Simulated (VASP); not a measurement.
# CaOs (Fm-3m) in VASP: a series of runs

Runs on CaOs. Level: PBE. Tasks: single point, relaxation of cell and atoms.

Everything below comes from runs of VASP 6.6.1. Logs are shortened: lines on timing, memory, paths and dates and some standing lists are left out, and cuts for length are marked.

## (1) The cell of the first run

Symmetry: Fm-3m, No. 225, cubic system. The conventional cell has a = 5.525 Å, b = 5.525 Å, c = 5.525 Å, α = 90.00°, β = 90.00°, γ = 90.00°. Within 3.6 Å of Ca (site symmetry m-3m) lie 6 Os at 2.76 Å. Within 3.6 Å of Os (site symmetry m-3m) lie 6 Ca at 2.76 Å.

## (2) Single point, PBE

INCAR

```
PREC = Accurate
ENCUT = 520
EDIFF = 1E-6
ISMEAR = 0
SIGMA = 0.1
LREAL = False
LASPH = True
NELM = 80
ALGO = Normal
ISIF = 2
LWAVE = False
LCHARG = False
GGA = PE
NBANDS = 16
```

KPOINTS

```
regular mesh
0
Gamma
  6 6 6
```

POSCAR

```
CaOs
1.0
    0.0000000000      2.7626852228      2.7626852228
    2.7626852228      0.0000000000      2.7626852228
    2.7626852228      2.7626852228      0.0000000000
Ca Os
1 1
Direct
    0.0000000000      0.0000000000      0.0000000000
    0.5000000000      0.5000000000      0.5000000000
```

Potentials or basis: VASP PAW PBE potentials, release 64 (Ca_sv, Os).

Run with:

```console
$ cat potpaw_PBE.64/Ca_sv/POTCAR potpaw_PBE.64/Os/POTCAR > POTCAR
$ mpirun -np 1 vasp_std > vasp.out
```

OUTCAR:

```text
PREC = Accurate
   ENCUT = 520
   EDIFF = 1E-6
   ISMEAR = 0
   LREAL = False
   LASPH = True
   NELM = 80
   ISIF = 2
   GGA = PE

 ion  position               nearest neighbor table
   1  0.000  0.000  0.000-   2 2.76   2 2.76   2 2.76   2 2.76   2 2.76   2 2.76
   2  0.500  0.500  0.500-   1 2.76   1 2.76   1 2.76   1 2.76   1 2.76   1 2.76

  LATTYP: Found a face centered cubic cell.
 ALAT       =     5.5253704456

  Lattice vectors:

 A1 = (   0.0000000000,   2.7626852228,   2.7626852228)
 A2 = (   2.7626852228,   0.0000000000,   2.7626852228)
 A3 = (   2.7626852228,   2.7626852228,   0.0000000000)

Analysis of symmetry for initial positions (statically):
=====================================================================
 Subroutine PRICEL returns:
 Original cell was already a primitive cell.

 Routine SETGRP: Setting up the symmetry group for a
 face centered cubic supercell.

 Subroutine GETGRP returns: Found 48 space group operations
 (whereof 48 operations were pure point group operations)
 out of a pool of 48 trial point group operations.

The static configuration has the point symmetry O_h .

Analysis of symmetry for dynamics (positions and initial velocities):
=====================================================================
 Subroutine PRICEL returns:
 Original cell was already a primitive cell.

 Routine SETGRP: Setting up the symmetry group for a
 face centered cubic supercell.

 Subroutine GETGRP returns: Found 48 space group operations
 (whereof 48 operations were pure point group operations)
 out of a pool of 48 trial point group operations.

The dynamic configuration has the point symmetry O_h .

 Subroutine INISYM returns: Found 48 space group operations
 (whereof 48 operations are pure point group operations),
 and found     1 'primitive' translations

----------------------------------------------------------------------------------------

                                     Primitive cell

  volume of cell :      42.1720

  direct lattice vectors                    reciprocal lattice vectors
     0.000000000  2.762685223  2.762685223    -0.180983340  0.180983340  0.180983340
     2.762685223  0.000000000  2.762685223     0.180983340 -0.180983340  0.180983340
     2.762685223  2.762685223  0.000000000     0.180983340  0.180983340 -0.180983340

  length of vectors
     3.907026911  3.907026911  3.907026911     0.313472341  0.313472341  0.313472341

  position of ions in fractional coordinates (direct lattice)
     0.000000000  0.000000000  0.000000000
     0.500000000  0.500000000  0.500000000

  ion indices of the primitive-cell ions
   primitive index   ion index
                 1           1
                 2           2

----------------------------------------------------------------------------------------

 KPOINTS: regular mesh

Automatic generation of k-mesh.
 Grid dimensions read from file:
 generate k-points for:    6    6    6

 Generating k-lattice:

  Cartesian coordinates                     Fractional coordinates (reciprocal lattice)
    -0.030163890  0.030163890  0.030163890     0.166666667  0.000000000  0.000000000
     0.030163890 -0.030163890  0.030163890     0.000000000  0.166666667  0.000000000
     0.030163890  0.030163890 -0.030163890     0.000000000  0.000000000  0.166666667

  Length of vectors
     0.052245390  0.052245390  0.052245390

  Shift w.r.t. Gamma in fractional coordinates (k-lattice)
     0.000000000  0.000000000  0.000000000

 Subroutine IBZKPT returns following result:
 ===========================================

 Found     16 irreducible k-points:

 Following reciprocal coordinates:
            Coordinates               Weight
  0.000000  0.000000  0.000000      1.000000
  0.166667  0.000000  0.000000      8.000000
  0.333333  0.000000  0.000000      8.000000
  0.500000  0.000000  0.000000      4.000000
  0.166667  0.166667  0.000000      6.000000
  0.333333  0.166667  0.000000     24.000000
[... 8 lines left out ...]
 -0.333333  0.333333  0.166667     24.000000
 -0.333333  0.500000  0.166667     12.000000
   k-points           NKPTS =     16   k-points in BZ     NKDIM =     16   number of bands    NBANDS=     16
   number of dos      NEDOS =    301   number of ions     NIONS =      2
   total plane-waves  NPLWV =  27000
   dimension x,y,z NGX =    30 NGY =   30 NGZ =   30
   dimension x,y,z NGXF=    60 NGYF=   60 NGZF=   60
   ions per type =               1   1
   NGX,Y,Z   is equivalent  to a cutoff of  12.77, 12.77, 12.77 a.u.
   NGXF,Y,Z  is equivalent  to a cutoff of  25.53, 25.53, 25.53 a.u.
 SYSTEM =  unknown system
   PREC   = accura    normal or accurate (medium, high low for compatibility)
   ISTART =      0    job   : 0-new  1-cont  2-samecut
   ICHARG =      2    charge: 1-file 2-atom 10-const
   ISPIN  =      1    spin polarized calculation?
   LNONCOLLINEAR =      F non collinear calculations
   LSORBIT =      F    spin-orbit coupling
[... 26 lines left out ...]
  Thomas-Fermi vector in A             =   2.367369
   LORBIT       =      0    0 simple, 1 ext, 2 COOP (PROOUT), +10 PAW based schemes
   GGA     = PE    functional components
   LHFCALC =     F    Hartree Fock is set to
   AEXX    =    0.0000 exact exchange contribution
   IVDW    =     0    specifies the selected vdW correction
   LEPSILON=     F    determine dielectric tensor
   LRPA    =     F    only Hartree local field effects (RPA)
 non-spin polarized calculation
 Gauss-broadening in eV      SIGMA  =   0.10
  energy-cutoff  :      520.00
  volume of cell :       42.17
 maximum number of plane-waves:      1158
 NGX is ok and might be reduce to    30
   NGX = 15   NGY = 15   NGZ = 15

 number of electron      18.0000001 magnetization

 Free energy of the ion-electron system (eV)
  ---------------------------------------------------
  ext. energy  EPLUGINS =         0.00000000
  ---------------------------------------------------
  free energy    TOTEN  =        -9.39513915 eV

  energy without entropy =       -9.37380283  energy(sigma->0) =       -9.38447099

 E-fermi :   3.6989     XC(G=0): -10.8420

 val. band max:        3.6873954063   @ k =  -0.3333   0.3333   0.1667
 cond. band min:       3.8123075430   @ k =   0.5000   0.1667   0.0000
 fundamental gap:      0.1249121367
 Fermi energy:         3.6989480856

 k-point     1 :       0.0000    0.0000    0.0000
  band No.  band energies     occupation
      1     -34.7679      2.00000
      2     -15.8498      2.00000
      3     -15.8498      2.00000
      4     -15.8498      2.00000
      5      -1.3874      2.00000
      6       2.1881      2.00000
[... 8 lines left out ...]
     15      12.7062      0.00000
     16      12.8469      0.00000

 k-point     2 :       0.1667    0.0000    0.0000
  band No.  band energies     occupation
      1     -34.7615      2.00000
      2     -15.9139      2.00000
      3     -15.8687      2.00000
      4     -15.8687      2.00000
      5      -0.8268      2.00000
      6       2.1614      2.00000
[... 8 lines left out ...]
     15      11.3726      0.00000
     16      13.5599      0.00000

 k-point     3 :       0.3333    0.0000    0.0000
  band No.  band energies     occupation
      1     -34.7486      2.00000
      2     -16.0381      2.00000
      3     -15.9061      2.00000
      4     -15.9061      2.00000
      5       0.5821      2.00000
      6       2.3313      2.00000
[... 8 lines left out ...]
     15      10.5260      0.00000
     16      11.7164      0.00000

 k-point     4 :       0.5000    0.0000    0.0000
  band No.  band energies     occupation
      1     -34.7422      2.00000
      2     -16.0984      2.00000
      3     -15.9247      2.00000
      4     -15.9247      2.00000
      5       1.3696      2.00000
      6       3.0820      2.00000
[... 8 lines left out ...]
     15      10.2111      0.00000
     16      10.9898      0.00000
[... 172 lines left out ...]
 k-point    14 :       0.5000    0.3333    0.1667
  band No.  band energies     occupation
      1     -34.7446      2.00000
      2     -16.0300      2.00000
      3     -15.9272      2.00000
      4     -15.9270      2.00000
      5       1.3354      2.00000
      6       1.7542      2.00000
[... 8 lines left out ...]
     15      10.7672      0.00000
     16      12.5114      0.00000

 k-point    15 :      -0.3333    0.3333    0.1667
  band No.  band energies     occupation
      1     -34.7417      2.00000
      2     -16.0228      2.00000
      3     -15.9606      2.00000
      4     -15.9390      2.00000
      5       1.8791      2.00000
      6       2.2910      2.00000
[... 8 lines left out ...]
     15      10.8479      0.00000
     16      11.3699      0.00000

 k-point    16 :      -0.3333    0.5000    0.1667
  band No.  band energies     occupation
      1     -34.7422      2.00000
      2     -15.9988      2.00000
      3     -15.9557      2.00000
      4     -15.9450      2.00000
      5       1.5529      2.00000
      6       2.2365      2.00000
[... 8 lines left out ...]
     15      10.9021      0.00000
     16      10.9942      0.00000

------------------------ aborting loop because EDIFF is reached ----------------------------------------

  FORCE on cell =-STRESS in cart. coord.  units (eV):
  Direction    XX          YY          ZZ          XY          YZ          ZX
  --------------------------------------------------------------------------------------
  -------------------------------------------------------------------------------------
  Total        2.6437313      2.6437313      2.6437313      0.0000000     -0.0000000      0.0000000
  in kB      100.4393024    100.4393024    100.4393024      0.0000000     -0.0000000      0.0000000
  external PRESSURE =     100.4393024 kB  Pullay stress =       0.0000000 kB

 VOLUME and BASIS-vectors are now :
 -----------------------------------------------------------------------------
  energy-cutoff  :      520.00
  volume of cell :       42.17
      direct lattice vectors                 reciprocal lattice vectors
     0.000000000  2.762685223  2.762685223    -0.180983340  0.180983340  0.180983340
     2.762685223  0.000000000  2.762685223     0.180983340 -0.180983340  0.180983340
     2.762685223  2.762685223  0.000000000     0.180983340  0.180983340 -0.180983340

 POSITION                                       TOTAL-FORCE (eV/Angst)
 -----------------------------------------------------------------------------------
      0.00000      0.00000      0.00000        -0.000000     -0.000000     -0.000000
      2.76269      2.76269      2.76269         0.000000      0.000000      0.000000
 -----------------------------------------------------------------------------------
    total drift:                               -0.000000      0.000000      0.000000

  FREE ENERGIE OF THE ION-ELECTRON SYSTEM (eV)
  ---------------------------------------------------
  free  energy   TOTEN  =        -9.3951391532 eV

  energy  without entropy=       -9.3738028255  energy(sigma->0) =       -9.38447099
```

Wall time 31 s (1 thread of Intel Xeon 8259CL, shared host); peak memory 0.17 GiB.

Results:

```yaml
Free_energy: -9.3951 eV
Pressure: 10.0 GPa
Band_gap_on_the_k_mesh: zero (bands 9 and 10 overlap by 1.92 eV)
```

Caveat: the cell stands under pressure; spin-orbit coupling is left out, which moves the levels of the heavy elements.

## (3) Single point, PBE

This run uses another cell than the first one, of 24.32 Å³/atom.

INCAR is that of step 2.

KPOINTS

```
Automatic mesh
0
Gamma
  6 6 6
```

POSCAR

```
CaOs
1.0
    0.0000000000      2.8973661274      2.8973661274
    2.8973661274      0.0000000000      2.8973661274
    2.8973661274      2.8973661274      0.0000000000
Ca Os
1 1
Direct
    0.0000000000      0.0000000000      0.0000000000
    0.5000000000      0.5000000000      0.5000000000
```

Potentials or basis: VASP PAW PBE potentials, release 64 (Ca_sv, Os).

Run with:

```console
$ cat potpaw_PBE.64/Ca_sv/POTCAR potpaw_PBE.64/Os/POTCAR > POTCAR
$ mpirun -np 1 vasp_std > vasp.out
```

Wall time 29 s (1 thread of Intel Xeon 8259CL, shared host); peak memory 0.17 GiB.

The run converged. Its results:

| Item | Value |
| --- | --- |
| Free energy | -9.5862 eV |
| Pressure | 0.2 GPa |
| Band gap on the k mesh | zero (bands 9 and 10 overlap by 1.50 eV) |

Levels at points of the mesh, in eV from the Fermi level:
```
           k point  band 5  band 6  band 7  band 8  band 9  band 10  band 11  band 12  band 13  band 14
(0.00, 0.00, 0.00)   -4.73   -1.16   -1.16   -1.14   -1.14    -1.14     6.44     6.44     6.44     8.01
(0.50, 0.00, 0.00)   -2.19   -0.54   -0.54   -0.28    0.21     0.21     0.72     3.54     3.54     6.13
(0.50, 0.50, 0.00)   -2.08   -1.91   -0.66   -0.38    0.36     0.36     1.16     5.46     5.46     5.96
```

Caveat: spin-orbit coupling is left out, which moves the levels of the heavy elements.

## (4) Relaxation of cell and atoms, PBE

INCAR

```
SYSTEM = CaOs
  ALGO = Normal
  EDIFF = 1E-6
  EDIFFG = -0.04
  ENCUT = 600
  GGA = PE
  IBRION = 2
  ISIF = 3
  ISMEAR = 0
  LASPH = .True.
  LCHARG = .False.
  LREAL = .False.
  LWAVE = .False.
  NELM = 80
  NSW = 90
  PREC = Accurate
  SIGMA = 0.1
```

KPOINTS

```
k-points
0
Gamma
  6 6 6
  0 0 0
```

POSCAR

```
CaOs
1.0
    0.0000000000      2.7626852228      2.7626852228
    2.7626852228      0.0000000000      2.7626852228
    2.7626852228      2.7626852228      0.0000000000
Ca Os
1 1
Direct
    0.0000000000      0.0000000000      0.0000000000
    0.5000000000      0.5000000000      0.5000000000
```

Run with:

```console
$ cat potpaw_PBE.64/Ca_sv/POTCAR potpaw_PBE.64/Os/POTCAR > POTCAR
$ mpirun -np 1 vasp_std > vasp.out
```

It took 60 s on 1 thread of Intel Xeon 8259CL, shared host; peak memory 0.19 GiB.

Results (log left out):

```yaml
Free_energy: -9.5851 eV
Relaxed_volume: 24.40 Å³/atom
Relaxed_cell: a = 4.102 Å, b = 4.102 Å, c = 4.102 Å, α = 60.00°, β = 60.00°, γ = 60.00°
Space_group_after_relaxing_to_0.1_Å: Fm-3m (No. 225)
Energy_gained_by_relaxing: 94.7 meV/atom
Ionic_steps: 3
Pressure_after_relaxing: 0.0 GPa
Band_gap_on_the_k_mesh: zero (bands 9 and 10 overlap by 1.49 eV)
```

The path:
```csv
step,energy change (eV),largest force (eV/Å),pressure (GPa),volume (Å³)
1,0.0000,0.0000,10.08,42.17
2,-0.1768,0.0000,-1.96,50.80
3,-0.1893,0.0000,0.01,48.81
```

Final structure:
```cif
data_structure
_symmetry_space_group_name_H-M 'P 1'
_symmetry_Int_Tables_number 1
_cell_length_a 4.1021
_cell_length_b 4.1021
_cell_length_c 4.1021
_cell_angle_alpha 60.000
_cell_angle_beta 60.000
_cell_angle_gamma 60.000
_cell_volume 48.81
loop_
_atom_site_label
_atom_site_type_symbol
_atom_site_fract_x
_atom_site_fract_y
_atom_site_fract_z
_atom_site_occupancy
Ca1 Ca 0.00000 0.00000 0.00000 1
Os1 Os 0.50000 0.50000 0.50000 1
```

Levels at points of the mesh, in eV from the Fermi level:
| k point | band 6 | band 7 | band 8 | band 9 | band 10 | band 11 | band 12 | band 13 |
| --- | --- | --- | --- | --- | --- | --- | --- | --- |
| (0.00, 0.00, 0.00) | -1.15 | -1.15 | -1.13 | -1.13 | -1.13 | 6.43 | 6.43 | 6.43 |
| (0.50, 0.00, 0.00) | -0.54 | -0.54 | -0.28 | 0.21 | 0.21 | 0.72 | 3.54 | 3.54 |
| (0.50, 0.50, 0.00) | -1.90 | -0.65 | -0.39 | 0.36 | 0.36 | 1.15 | 5.44 | 5.44 |

Caveat: the volume moved by over 15 % at a fixed basis, so the end points are rough; spin-orbit coupling is left out, which moves the levels of the heavy elements.

## (5) Single point, PBE

This run uses another cell than the first one, of 24.32 Å³/atom.

INCAR

```
SYSTEM = CaOs
PREC = Accurate ; ENCUT = 520
EDIFF = 1E-6 ; ISMEAR = 0
SIGMA = 0.1 ; LREAL = .FALSE.
LASPH = .TRUE. ; NELM = 80
ALGO = Fast ; ISIF = 2
LWAVE = .FALSE. ; LCHARG = .FALSE.
GGA = PE ; NBANDS = 16
```

KPOINTS

```
Automatic mesh
0
G
  16 16 16
  0 0 0
```

POSCAR

```
CaOs
1.0
    0.0000000000      2.8973661274      2.8973661274
    2.8973661274      0.0000000000      2.8973661274
    2.8973661274      2.8973661274      0.0000000000
Ca Os
1 1
Direct
    0.0000000000      0.0000000000      0.0000000000
    0.5000000000      0.5000000000      0.5000000000
```

Run with:

```console
$ cat potpaw_PBE.64/Ca_sv/POTCAR potpaw_PBE.64/Os/POTCAR > POTCAR
$ mpirun -np 1 vasp_std > vasp.out
```

Run time: 4.6 min. Hardware: 1 thread of Intel Xeon 8259CL, shared host; peak memory 0.26 GiB.

The run converged. Its results:

| Quantity | Value |
| --- | --- |
| Free energy | -9.5621 eV |
| Pressure | 0.1 GPa |
| Band gap on the k mesh | zero (bands 9 and 10 overlap by 1.51 eV) |

Levels at points of the mesh, in eV from the Fermi level:
```tsv
k point	band 7	band 8	band 9	band 10	band 11	band 12
(0.00, 0.00, 0.00)	-1.19	-1.17	-1.17	-1.17	6.41	6.41
(0.50, 0.00, 0.00)	-0.57	-0.32	0.18	0.18	0.69	3.50
(0.50, 0.50, 0.00)	-0.69	-0.42	0.34	0.34	1.12	5.42
```

Caveat: spin-orbit coupling is left out, which moves the levels of the heavy elements.

## (6) Relaxation of cell and atoms, PBE

This run uses another cell than the first one, of 24.32 Å³/atom.

INCAR

```
  PREC = Accurate
  ENCUT = 600
  EDIFF = 1E-6
  ISMEAR = 0
  SIGMA = 0.1
  LREAL = F
  LASPH = T
  NELM = 80
  ALGO = Fast
  ISIF = 3
  LWAVE = F
  LCHARG = F
  GGA = PE
  IBRION = 2
  NSW = 100
  EDIFFG = -0.01
```

KPOINTS

```
Automatic mesh
0
Gamma
  16 16 16
```

POSCAR is that of step 5.

Potentials or basis: VASP PAW PBE potentials, release 64 (Ca_sv, Os).

Run with:

```console
$ cat potpaw_PBE.64/Ca_sv/POTCAR potpaw_PBE.64/Os/POTCAR > POTCAR
$ mpirun -np 1 vasp_std > vasp.out
```

Run time: 7.7 min. Hardware: 1 thread of Intel Xeon 8259CL, shared host; peak memory 0.32 GiB.

It converged, with:

| Item | Value |
| --- | --- |
| Free energy | -9.5624 eV |
| Relaxed volume | 24.43 Å³/atom |
| Relaxed cell | a = 4.103 Å, b = 4.103 Å, c = 4.103 Å, α = 60.00°, β = 60.00°, γ = 60.00° |
| Space group after relaxing (to 0.1 Å) | Fm-3m (No. 225) |
| Energy gained by relaxing | 0.0 meV/atom |
| Ionic steps | 2 |
| Pressure after relaxing | 0.0 GPa |
| Band gap on the k mesh | zero (bands 9 and 10 overlap by 1.49 eV) |

Final structure:
```
Ca Os
1.0
     0.00000    2.90153    2.90153
     2.90153    0.00000    2.90153
     2.90153    2.90153    0.00000
Ca Os
1 1
Direct
  0.00000 0.00000 0.00000
  0.50000 0.50000 0.50000
```

Levels at points of the mesh, in eV from the Fermi level:
```tsv
k point	band 5	band 6	band 7	band 8	band 9	band 10	band 11	band 12	band 13
(0.00, 0.00, 0.00)	-4.76	-1.18	-1.18	-1.16	-1.16	-1.16	6.39	6.39	6.39
(0.50, 0.00, 0.00)	-2.22	-0.57	-0.57	-0.32	0.18	0.18	0.68	3.50	3.50
(0.50, 0.50, 0.00)	-2.10	-1.94	-0.68	-0.42	0.33	0.33	1.11	5.40	5.40
```

Caveat: spin-orbit coupling is left out, which moves the levels of the heavy elements.

## (7) Summary

```tsv
task	cell	k mesh	cutoff (eV)	gap on the mesh (eV)	pressure (GPa)	relaxed volume (Å³/atom)
single point	a = 3.907 Å, angles 60.0°, 2 atoms	6 × 6 × 6	520	none	10.0	-
single point	a = 4.097 Å, angles 60.0°, 2 atoms	6 × 6 × 6	520	none	0.2	-
relaxation of cell and atoms	relaxed from a = 3.907 Å, angles 60.0°, 2 atoms	6 × 6 × 6	600	none	0.0	24.40
single point	a = 4.097 Å, angles 60.0°, 2 atoms	16 × 16 × 16	520	none	0.1	-
relaxation of cell and atoms	relaxed from a = 4.097 Å, angles 60.0°, 2 atoms	16 × 16 × 16	600	none	0.0	24.43
```

Alike in all rows: level PBE; potentials or basis VASP PAW PBE potentials, release 64 (Ca_sv, Os); no spin polarisation; smearing gaussian 0.1 eV.

Caveats: spin-orbit coupling is left out, which moves the levels of the heavy elements; the cell stands under pressure (at least some runs); the volume moved by over 15 % at a fixed basis, so the end points are rough (at least some runs).

Total energies depend on the potentials used, so only differences within one code and one set of settings carry meaning.

The gap in the log of VASP goes by the Fermi energy; the results here count the filled bands.